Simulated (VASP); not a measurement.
# MgI2 (P-3m1) in VASP: a series of runs

The runs below take MgI2 through single point, with PBE.

Program: VASP 6.6.1. These are calculated values, not measurements. Logs are shortened: lines on timing, memory, paths and dates and some standing lists are left out, and cuts for length are marked.

### 1 The cell of the first run

It takes space group P-3m1 (No. 164, trigonal). Conventional cell: a = 4.039 Å, b = 4.039 Å, c = 6.504 Å, α = 90.00°, β = 90.00°, γ = 120.00°. Within 3.8 Å of Mg (site symmetry -3m) lie 6 I at 2.87 Å. Within 4.1 Å of I (site symmetry 3m) lie 3 Mg at 2.87 Å and 12 I at 3.93 to 4.08 Å.

### 2 Single point, PBE

INCAR reads:

```
PREC = Accurate ; ENCUT = 520
EDIFF = 1E-6 ; ISMEAR = 0
SIGMA = 0.02 ; LREAL = F
LASPH = T ; NELM = 80
ALGO = Normal ; ISIF = 2
LWAVE = F ; LCHARG = F
GGA = PE ; NBANDS = 15
```

KPOINTS reads:

```
regular mesh
0
Gamma
  6 6 4
```

POSCAR reads:

```
MgI2
1.0
    4.0386337338      0.0000000000      0.0000000000
   -2.0193168669      3.4975594101      0.0000000000
    0.0000000000      0.0000000000      6.5035242498
Mg I
1 2
Direct
    0.0000000000      0.0000000000      0.0000000000
    0.3333333333      0.6666666667      0.7428028199
    0.6666666667      0.3333333333      0.2571971801
```

Potentials or basis: VASP PAW PBE potentials, release 64 (Mg, I).

Started as:

```sh
$ cat potpaw_PBE.64/Mg/POTCAR potpaw_PBE.64/I/POTCAR > POTCAR
$ mpirun -np 1 vasp_std > vasp.out
```

OUTCAR:

```text
PREC = Accurate
   ENCUT = 520
   EDIFF = 1E-6
   ISMEAR = 0
   LREAL = F
   LASPH = T
   NELM = 80
   ISIF = 2
   GGA = PE

 ion  position               nearest neighbor table
   1  0.000  0.000  0.000-   2 2.87   3 2.87   3 2.87   2 2.87   3 2.87   2 2.87
   2  0.333  0.667  0.743-   1 2.87   1 2.87   1 2.87
   3  0.667  0.333  0.257-   1 2.87   1 2.87   1 2.87

  LATTYP: Found a hexagonal cell.
 ALAT       =     4.0386337338
 C/A-ratio  =     1.6103278184

  Lattice vectors:

 A1 = (   4.0386337338,   0.0000000000,   0.0000000000)
 A2 = (  -2.0193168669,   3.4975594101,   0.0000000000)
 A3 = (   0.0000000000,   0.0000000000,   6.5035242498)

Analysis of symmetry for initial positions (statically):
=====================================================================
 Subroutine PRICEL returns:
 Original cell was already a primitive cell.

 Routine SETGRP: Setting up the symmetry group for a
 hexagonal supercell.

 Subroutine GETGRP returns: Found 12 space group operations
 (whereof 12 operations were pure point group operations)
 out of a pool of 24 trial point group operations.

The static configuration has the point symmetry D_3d.

Analysis of symmetry for dynamics (positions and initial velocities):
=====================================================================
 Subroutine PRICEL returns:
 Original cell was already a primitive cell.

 Routine SETGRP: Setting up the symmetry group for a
 hexagonal supercell.

 Subroutine GETGRP returns: Found 12 space group operations
 (whereof 12 operations were pure point group operations)
 out of a pool of 24 trial point group operations.

The dynamic configuration has the point symmetry D_3d.

 Subroutine INISYM returns: Found 12 space group operations
 (whereof 12 operations are pure point group operations),
 and found     1 'primitive' translations

----------------------------------------------------------------------------------------

                                     Primitive cell

  volume of cell :      91.8646

  direct lattice vectors                    reciprocal lattice vectors
     4.038633734  0.000000000  0.000000000     0.247608490  0.142956828  0.000000000
    -2.019316867  3.497559410  0.000000000     0.000000000  0.285913657  0.000000000
     0.000000000  0.000000000  6.503524250     0.000000000  0.000000000  0.153762785

  length of vectors
     4.038633734  4.038633734  6.503524250     0.285913657  0.285913657  0.153762785

  position of ions in fractional coordinates (direct lattice)
     0.000000000  0.000000000  0.000000000
     0.333333333  0.666666667  0.742802820
     0.666666667  0.333333333  0.257197180

  ion indices of the primitive-cell ions
   primitive index   ion index
                 1           1
                 2           2
                 3           3

----------------------------------------------------------------------------------------

 KPOINTS: regular mesh

Automatic generation of k-mesh.
 Grid dimensions read from file:
 generate k-points for:    6    6    4

 Generating k-lattice:

  Cartesian coordinates                     Fractional coordinates (reciprocal lattice)
     0.041268082  0.023826138  0.000000000     0.166666667  0.000000000  0.000000000
     0.000000000  0.047652276  0.000000000     0.000000000  0.166666667  0.000000000
     0.000000000  0.000000000  0.038440696     0.000000000  0.000000000  0.250000000

  Length of vectors
     0.047652276  0.047652276  0.038440696

  Shift w.r.t. Gamma in fractional coordinates (k-lattice)
     0.000000000  0.000000000  0.000000000

 Subroutine IBZKPT returns following result:
 ===========================================

 Found     24 irreducible k-points:

 Following reciprocal coordinates:
            Coordinates               Weight
  0.000000  0.000000  0.000000      1.000000
  0.166667  0.000000  0.000000      6.000000
  0.333333 -0.000000  0.000000      6.000000
  0.500000  0.000000  0.000000      3.000000
  0.166667  0.166667  0.000000      6.000000
  0.333333  0.166667  0.000000     12.000000
[... 16 lines left out ...]
  0.333333  0.166667  0.500000     12.000000
  0.333333  0.333333  0.500000      2.000000
   k-points           NKPTS =     24   k-points in BZ     NKDIM =     24   number of bands    NBANDS=     15
   number of dos      NEDOS =    301   number of ions     NIONS =      3
   total plane-waves  NPLWV =  43200
   dimension x,y,z NGX =    30 NGY =   30 NGZ =   48
   dimension x,y,z NGXF=    60 NGYF=   60 NGZF=   96
   ions per type =               1   2
   NGX,Y,Z   is equivalent  to a cutoff of  12.35, 12.35, 12.27 a.u.
   NGXF,Y,Z  is equivalent  to a cutoff of  24.70, 24.70, 24.54 a.u.
 SYSTEM =  unknown system
   PREC   = accura    normal or accurate (medium, high low for compatibility)
   ISTART =      0    job   : 0-new  1-cont  2-samecut
   ICHARG =      2    charge: 1-file 2-atom 10-const
   ISPIN  =      1    spin polarized calculation?
   LNONCOLLINEAR =      F non collinear calculations
   LSORBIT =      F    spin-orbit coupling
   LASPH  =      T    aspherical Exc in radial PAW
   ENCUT  =  520.0 eV  38.22 Ry    6.18 a.u.   7.51  7.51 12.09*2*pi/ulx,y,z
   NELM   =     80;   NELMIN=  2; NELMDL= -5     # of ELM steps
   EDIFF  = 0.1E-05   stopping-criterion for ELM
   LREAL  =      F    real-space projection
   EDIFFG = 0.1E-04   stopping-criterion for IOM
   NSW    =      0    number of steps for IOM
   IBRION =     -1    ionic relax: 0-MD 1-quasi-New 2-CG
   NFREE  =      0    steps in history (QN), initial steepest desc. (CG)
   ISIF   =      2    stress and relaxation
   ISYM   =      2    0-nonsym 1-usesym 2-fastsym
   POTIM  = 0.5000    time-step for ionic-motion
   TEBEG  =    0.0;   TEEND  =   0.0 temperature during run
   PSTRESS=    0.0 pullay stress
   NELECT =      16.0000    total number of electrons
   NUPDOWN=      -1.0000    fix difference up-down
   EMIN   =  10.00;   EMAX   =-10.00  energy-range for DOS
   EFERMI =   0.00;   METHOD = LEGACY
   ISMEAR =     0;   SIGMA  =   0.02  broadening in eV -4-tet -1-fermi 0-gaus
   EFERMI_NEDOS =   21; number of points for ismear=-14 and -15
   IALGO  =     38    algorithm
   IMIX   =      4    mixing-type and parameters
     AMIX     =   0.40;   BMIX     =  1.00
     AMIX_MAG =   1.60;   BMIX_MAG =  1.00
  volume/ion in A,a.u.               =      30.62       206.64
  Fermi-wavevector in a.u.,A,eV,Ry     =   0.914251  1.727684 11.372493  0.835855
  Thomas-Fermi vector in A             =   2.038856
   LORBIT       =      0    0 simple, 1 ext, 2 COOP (PROOUT), +10 PAW based schemes
   GGA     = PE    functional components
   LHFCALC =     F    Hartree Fock is set to
   AEXX    =    0.0000 exact exchange contribution
   IVDW    =     0    specifies the selected vdW correction
   LEPSILON=     F    determine dielectric tensor
   LRPA    =     F    only Hartree local field effects (RPA)
 non-spin polarized calculation
 Gauss-broadening in eV      SIGMA  =   0.02
  energy-cutoff  :      520.00
  volume of cell :       91.86
 maximum number of plane-waves:      2503
   NGX = 15   NGY = 15   NGZ = 25

 number of electron      15.9999998 magnetization

 Free energy of the ion-electron system (eV)
  ---------------------------------------------------
  ext. energy  EPLUGINS =         0.00000000
  ---------------------------------------------------
  free energy    TOTEN  =        -7.53677843 eV

  energy without entropy =       -7.53677843  energy(sigma->0) =       -7.53677843

 E-fermi :   3.7105     XC(G=0):  -8.7327

 val. band max:        3.5726996719   @ k =   0.0000   0.0000   0.0000
 cond. band min:       6.9367785502   @ k =   0.5000   0.0000   0.2500
 fundamental gap:      3.3640788783
 Fermi energy:         3.7104613095

 k-point     1 :       0.0000    0.0000    0.0000
  band No.  band energies     occupation
      1      -9.0738      2.00000
      2      -8.1343      2.00000
      3      -0.7103      2.00000
      4       2.9036      2.00000
      5       2.9036      2.00000
      6       3.3992      2.00000
      7       3.3992      2.00000
      8       3.5727      2.00000
      9       7.3902      0.00000
     10       8.2054      0.00000
     11      10.2684      0.00000
     12      10.2684      0.00000
     13      10.8856      0.00000
     14      11.6447      0.00000
     15      11.6447      0.00000

 k-point     2 :       0.1667    0.0000    0.0000
  band No.  band energies     occupation
      1      -8.9029      2.00000
      2      -8.0491      2.00000
      3      -0.4645      2.00000
      4       1.7840      2.00000
      5       2.3939      2.00000
      6       2.5481      2.00000
      7       3.3354      2.00000
      8       3.4118      2.00000
      9       8.3005      0.00000
     10       8.8753      0.00000
     11       9.7182      0.00000
     12      10.5815      0.00000
     13      10.5928      0.00000
     14      11.2989      0.00000
     15      11.9676      0.00000

 k-point     3 :       0.3333   -0.0000    0.0000
  band No.  band energies     occupation
      1      -8.4853      2.00000
      2      -7.9031      2.00000
      3      -0.0482      2.00000
      4       0.4384      2.00000
      5       1.0730      2.00000
      6       2.0476      2.00000
      7       2.8359      2.00000
      8       3.0919      2.00000
      9       7.5365      0.00000
     10       8.9156      0.00000
     11       9.0847      0.00000
     12      10.4001      0.00000
     13      11.1898      0.00000
     14      12.4839      0.00000
     15      12.9104      0.00000
[... 343 lines left out ...]
 k-point    23 :       0.3333    0.1667    0.5000
  band No.  band energies     occupation
      1      -8.0658      2.00000
      2      -8.0123      2.00000
      3      -0.3854      2.00000
      4      -0.0238      2.00000
      5       1.2765      2.00000
      6       1.5479      2.00000
      7       2.7127      2.00000
      8       2.7406      2.00000
      9       7.7968      0.00000
     10       8.8309      0.00000
     11       9.5604      0.00000
     12      10.2792      0.00000
     13      10.6709      0.00000
     14      11.5305      0.00000
     15      12.9205      0.00000

 k-point    24 :       0.3333    0.3333    0.5000
  band No.  band energies     occupation
      1      -7.9507      2.00000
      2      -7.9507      2.00000
      3       0.0377      2.00000
      4       0.1917      2.00000
      5       0.1917      2.00000
      6       0.7496      2.00000
      7       2.8778      2.00000
      8       2.8778      2.00000
      9       8.4752      0.00000
     10       8.9535      0.00000
     11       8.9535      0.00000
     12      10.5283      0.00000
     13      11.9359      0.00000
     14      12.2800      0.00000
     15      12.4730      0.00000

------------------------ aborting loop because EDIFF is reached ----------------------------------------

  FORCE on cell =-STRESS in cart. coord.  units (eV):
  Direction    XX          YY          ZZ          XY          YZ          ZX
  --------------------------------------------------------------------------------------
  -------------------------------------------------------------------------------------
  Total        2.2588814      2.2588814      2.2582052      0.0000000      0.0000000      0.0000000
  in kB       39.3963216     39.3963216     39.3845280      0.0000000      0.0000000      0.0000000
  external PRESSURE =      39.3923904 kB  Pullay stress =       0.0000000 kB

 VOLUME and BASIS-vectors are now :
 -----------------------------------------------------------------------------
  energy-cutoff  :      520.00
  volume of cell :       91.86
      direct lattice vectors                 reciprocal lattice vectors
     4.038633734  0.000000000  0.000000000     0.247608490  0.142956828  0.000000000
    -2.019316867  3.497559410  0.000000000     0.000000000  0.285913657  0.000000000
     0.000000000  0.000000000  6.503524250     0.000000000  0.000000000  0.153762785

 POSITION                                       TOTAL-FORCE (eV/Angst)
 -----------------------------------------------------------------------------------
      0.00000      0.00000      0.00000        -0.000000      0.000000      0.000000
     -0.00000      2.33171      4.83084         0.000000     -0.000000      0.009522
      2.01932      1.16585      1.67269        -0.000000      0.000000     -0.009522
 -----------------------------------------------------------------------------------
    total drift:                               -0.000000      0.000000     -0.000000

  FREE ENERGIE OF THE ION-ELECTRON SYSTEM (eV)
  ---------------------------------------------------
  free  energy   TOTEN  =        -7.5367784274 eV

  energy  without entropy=       -7.5367784274  energy(sigma->0) =       -7.53677843
```

Run time: 28 s. Hardware: 1 thread of Intel Xeon Platinum 8259CL at 2.50GHz (Skylake/Cascade Lake), shared host; peak memory 0.2 GiB.

Results:

| Property | Result |
| --- | --- |
| Free energy | -7.5368 eV |
| Pressure | 3.9 GPa |
| Largest force | 0.010 eV/Å |
| Band gap on the k mesh | 3.36 eV (least direct gap 3.82 eV) |

Forces in eV/Å, atoms in the order of the input:
```
Mg   0.000  0.000  0.000
I    0.000  0.000  0.010
I    0.000  0.000 -0.010
```

Levels at points of the mesh, in eV from the valence-band top:
```csv
k point,band 4,band 5,band 6,band 7,band 8,band 9,band 10,band 11,band 12,band 13
"(0.00, 0.00, 0.00)",-0.67,-0.67,-0.17,-0.17,0.00,3.82,4.63,6.70,6.70,7.31
"(0.50, 0.00, 0.00)",-3.22,-2.51,-1.73,-1.36,-0.61,3.53,5.05,5.15,6.63,8.10
"(0.00, 0.00, 0.50)",-2.12,-0.47,-0.47,-0.38,-0.38,4.83,4.90,6.40,6.40,7.54
"(0.50, 0.00, 0.50)",-3.88,-1.39,-1.33,-1.13,-1.08,3.43,4.86,5.36,5.69,7.80
```

Caveat: the cell stands under pressure; spin-orbit coupling is left out, which moves the levels of the heavy elements; this functional lacks dispersion, which binds the layers, so the pressure and a relaxed spacing across them are unreliable. A k mesh can miss the band edges.

### 3 Single point, PBE

This run uses another cell than the first one, of 34.68 Å³/atom.

INCAR reads:

```
  PREC = Accurate
  ENCUT = 520
  EDIFF = 1E-6
  ISMEAR = 0
  SIGMA = 0.02
  LREAL = F
  LASPH = T
  NELM = 60
  ALGO = Normal
  ISIF = 2
  LWAVE = F
  LCHARG = T
  GGA = PE
  LELF = T
  LVHAR = T
  NBANDS = 15
```

KPOINTS is that of step 2.

POSCAR reads:

```
MgI2
1.0
    4.1542789211      0.0000000000      0.0000000000
   -2.0771394605      3.5977110801      0.0000000000
    0.0000000000      0.0000000000      6.9605490894
Mg I
1 2
Direct
    0.0000000000      0.0000000000      0.0000000000
    0.3333333333      0.6666666667      0.7593411095
    0.6666666667      0.3333333333      0.2406588905
```

Potentials or basis: VASP PAW PBE potentials, release 64 (Mg, I).

Started as:

```sh
$ cat potpaw_PBE.64/Mg/POTCAR potpaw_PBE.64/I/POTCAR > POTCAR
$ mpirun -np 1 vasp_std > vasp.out
```

OUTCAR:

```text
PREC = Accurate
   ENCUT = 520
   EDIFF = 1E-6
   ISMEAR = 0
   LREAL = F
   LASPH = T
   NELM = 60
   ISIF = 2
   GGA = PE

 ion  position               nearest neighbor table
   1  0.000  0.000  0.000-   2 2.93   3 2.93   2 2.93   3 2.93   3 2.93   2 2.93
   2  0.333  0.667  0.759-   1 2.93   1 2.93   1 2.93
   3  0.667  0.333  0.241-   1 2.93   1 2.93   1 2.93

  LATTYP: Found a hexagonal cell.
 ALAT       =     4.1542789211
[... 624 lines left out ...]

  FORCE on cell =-STRESS in cart. coord.  units (eV):
  Direction    XX          YY          ZZ          XY          YZ          ZX
  --------------------------------------------------------------------------------------
  -------------------------------------------------------------------------------------
  Total        0.6064412      0.6064412      0.6008331      0.0000000     -0.0000000     -0.0000000
  in kB        9.3397199      9.3397199      9.2533499      0.0000000     -0.0000000     -0.0000000
  external PRESSURE =       9.3109299 kB  Pullay stress =       0.0000000 kB

 VOLUME and BASIS-vectors are now :
 -----------------------------------------------------------------------------
  energy-cutoff  :      520.00
  volume of cell :      104.03
      direct lattice vectors                 reciprocal lattice vectors
     4.154278921  0.000000000  0.000000000     0.240715662  0.138977252  0.000000000
    -2.077139461  3.597711080  0.000000000     0.000000000  0.277954504  0.000000000
     0.000000000  0.000000000  6.960549089     0.000000000  0.000000000  0.143666827

 POSITION                                       TOTAL-FORCE (eV/Angst)
 -----------------------------------------------------------------------------------
      0.00000      0.00000      0.00000        -0.000000      0.000000      0.000000
     -0.00000      2.39847      5.28543        -0.000000      0.000000      0.012286
      2.07714      1.19924      1.67512         0.000000      0.000000     -0.012286
 -----------------------------------------------------------------------------------
    total drift:                               -0.000000      0.000000     -0.000000

  FREE ENERGIE OF THE ION-ELECTRON SYSTEM (eV)
  ---------------------------------------------------
  free  energy   TOTEN  =        -7.7061578685 eV

  energy  without entropy=       -7.7061578685  energy(sigma->0) =       -7.70615787
```

OSZICAR:

```text
N       E                     dE             d eps       ncg     rms          rms(c)
DAV:   1     0.774708919851E+02    0.77471E+02   -0.57475E+03   720   0.834E+02
DAV:   2    -0.183370097832E+01   -0.79305E+02   -0.71773E+02  1016   0.135E+02
DAV:   3    -0.774711487321E+01   -0.59134E+01   -0.58876E+01   937   0.411E+01
DAV:   4    -0.785825504050E+01   -0.11114E+00   -0.11113E+00  1000   0.678E+00
DAV:   5    -0.785960553996E+01   -0.13505E-02   -0.13505E-02   938   0.696E-01    0.399E+00
DAV:   6    -0.773189912970E+01    0.12771E+00   -0.11229E-01   846   0.171E+00    0.272E+00
DAV:   7    -0.770777949400E+01    0.24120E-01   -0.11998E-01   832   0.173E+00    0.745E-01
DAV:   8    -0.770602026905E+01    0.17592E-02   -0.76806E-03   832   0.501E-01    0.263E-01
DAV:   9    -0.770616614811E+01   -0.14588E-03   -0.10245E-03   958   0.190E-01    0.965E-02
DAV:  10    -0.770615211793E+01    0.14030E-04   -0.35644E-05   923   0.414E-02    0.370E-02
DAV:  11    -0.770615729609E+01   -0.51782E-05   -0.13435E-05   909   0.228E-02    0.213E-02
DAV:  12    -0.770615786855E+01   -0.57246E-06   -0.51948E-07   780   0.454E-03
   1 F= -.77061579E+01 E0= -.77061579E+01  d E =-.329177E-16
```

Run time: 32 s. Hardware: 1 thread of Intel Xeon Platinum 8259CL at 2.50GHz (Skylake/Cascade Lake), shared host; peak memory 0.24 GiB.

Results:

```
Free energy            : -7.7062 eV
Pressure               : 0.9 GPa
Largest force          : 0.012 eV/Å
Band gap on the k mesh : 3.57 eV (least direct gap 3.73 eV)
```

Forces on the atoms (eV/Å):
```
Mg   0.000  0.000  0.000
I    0.000  0.000  0.012
I    0.000  0.000 -0.012
```

Caveat: spin-orbit coupling is left out, which moves the levels of the heavy elements; this functional lacks dispersion, which binds the layers, so the pressure and a relaxed spacing across them are unreliable. A k mesh can miss the band edges.

[end of part 1 of 2]
